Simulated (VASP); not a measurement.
Input of a VASP 6.6.1 run:

File INCAR:

```
  ALGO = Normal
  EDIFF = 1E-7
  ENCUT = 520
  GGA = PE
  ISIF = 2
  ISMEAR = 0
  LASPH = True
  LCHARG = False
  LREAL = False
  LWAVE = False
  NBANDS = 20
  NELM = 60
  PREC = Accurate
  SIGMA = 0.1
```

The input KPOINTS:

```
k-points
0
Gamma
  12 12 8
```

POSCAR

```
TaH
1.0
    1.7541223402     -2.4175339611      0.0000000000
    1.7541223402      2.4175339611      0.0000000000
    0.0000000000      0.0000000000      4.8800921121
Ta H
2 2
Direct
    0.0000000000      0.5000000000      0.5000000000
    0.5000000000      0.0000000000      0.0000000000
    0.0000000000      0.0000000000      0.7500000000
    0.0000000000      0.0000000000      0.2500000000
```

Potentials or basis: VASP PAW PBE potentials, release 64 (Ta_pv, H).

Command:

```console
$ cat potpaw_PBE.64/Ta_pv/POTCAR potpaw_PBE.64/H/POTCAR > POTCAR
$ mpirun -np 1 vasp_std > vasp.out
```

Q: What does it give for the band gap on the k mesh?

A: Zero (bands 12 and 13 overlap by 3.32 eV).

Q: Predict the pressure.

A: 0.1 GPa.

Stress tensor (GPa, compression positive):
```
0.08 0.00 0.00
0.00 0.18 0.00
0.00 0.00 0.19
```

Caveat: spin-orbit coupling is left out, which moves the levels of the heavy elements.
